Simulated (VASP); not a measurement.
Wanted: the native input for a VASP 6.6.1 run.

- Task: single point
- Functional: LDA
- Potentials or basis: VASP PAW LDA potentials, release 64 (Sn_d, Pb_d, S)
- Cutoff: 500 eV
- k mesh: 4 × 4 × 8
- Occupations: gaussian, width 0.02 eV
- Spin: no spin polarisation
- Dipole correction: no
- Further INCAR settings: ALGO = Normal; EDIFF = 1e-06; NBANDS = 50

The structure of Sn3PbS4 lies in POSCAR:

```
Sn3PbS4
1.0
    6.2252868000     -4.1416400000      0.0000000000
    6.2252868000      4.1416400000      0.0000000000
   -1.2320641000      0.0000000000      4.0163001000
Sn Pb S
3 1 4
Direct
    0.9897060000      0.4968690000      0.0608930000
    0.0041030000      0.0041030000      0.3908560000
    0.4968690000      0.9897060000      0.0608930000
    0.4954390000      0.4954390000      0.3932280000
    0.2716430000      0.7816110000      0.9313800000
    0.2241470000      0.2241470000      0.6141240000
    0.7253800000      0.7253800000      0.6148270000
    0.7816110000      0.2716430000      0.9313800000
```

The input as run:

INCAR

```
SYSTEM = Sn3PbS4
ALGO = Normal ; EDIFF = 1E-6
ENCUT = 500 ; GGA = CA
GGA_COMPAT = .False. ; ISIF = 2
ISMEAR = 0 ; LASPH = .True.
LCHARG = .False. ; LREAL = .False.
LWAVE = .False. ; NBANDS = 50
NELM = 120 ; PREC = Accurate
SIGMA = 0.02
```

KPOINTS

```
k-points
0
Gamma
  4 4 8
  0 0 0
```

Potentials or basis: VASP PAW LDA potentials, release 64 (Sn_d, Pb_d, S).

The run is started by

```bash
$ cat potpaw_LDA.64/Sn_d/POTCAR potpaw_LDA.64/Pb_d/POTCAR potpaw_LDA.64/S/POTCAR > POTCAR
$ mpirun -np 1 vasp_std > vasp.out
```

Results of the run:

```
Pressure               : -4.3 GPa
Largest force          : 0.190 eV/Å
Band gap on the k mesh : 0.56 eV (least direct gap 0.87 eV)
```

Caveat: the cell stands under tension; spin-orbit coupling is left out, which moves the levels of the heavy elements.

Wall time 12 min on 1 thread of Intel(R) Xeon(R) Platinum 8259CL CPU @ 2.50GHz (Skylake/Cascade Lake), with other jobs on the host, peak memory 0.48 GiB.
